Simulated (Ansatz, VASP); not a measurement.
**PbSe in VASP and in Ansatz**

```
Pb Se
1.0
     0.00000    2.97029    3.06215
     2.97029    0.00000    3.06215
     2.97029    2.97029    0.00000
Pb Se
1 1
Cartesian
  0.0000 0.0000 0.0000
  2.9703 2.9703 3.0621
```

Change from the starting cell: equal xx and yy strain of -3 %, crystal datasets.

Alike in both runs: task electric field gradients; functional PBEsol; k mesh 9 × 9 × 9; occupations fermi-dirac, width 0.01 eV; no spin polarisation.

|  | VASP | Ansatz |
| --- | --- | --- |
| version | VASP 6.6.1 | Ansatz 0.2.0 |
| potentials or method | VASP PAW PBE potentials, release 64 (Pb_d, Se), cutoff 520 eV | all-electron PAW with datasets made for the crystal, scalar-relativistic |

VASP gave:

```
gap on the k mesh at the Fermi level (eV)                     : 0.60
pressure (GPa)                                                : 3.1
traceless stress, the component that is largest in VASP (GPa) : -3.05
size of Vzz on the site where it differs most (V/Å²)          : 97.5
```

Q: What did Ansatz give for the same quantities?

A: gap on the k mesh at the Fermi level (eV): 0.60; pressure (GPa): 3.1; traceless stress, the component that is largest in VASP (GPa): -3.04; size of Vzz on the site where it differs most (V/Å²): 104.4.

VASP's potentials were made for PBE, not for PBEsol. Ansatz ran all-electron here, and VASP with PAW potentials.

Spin-orbit coupling is off throughout.
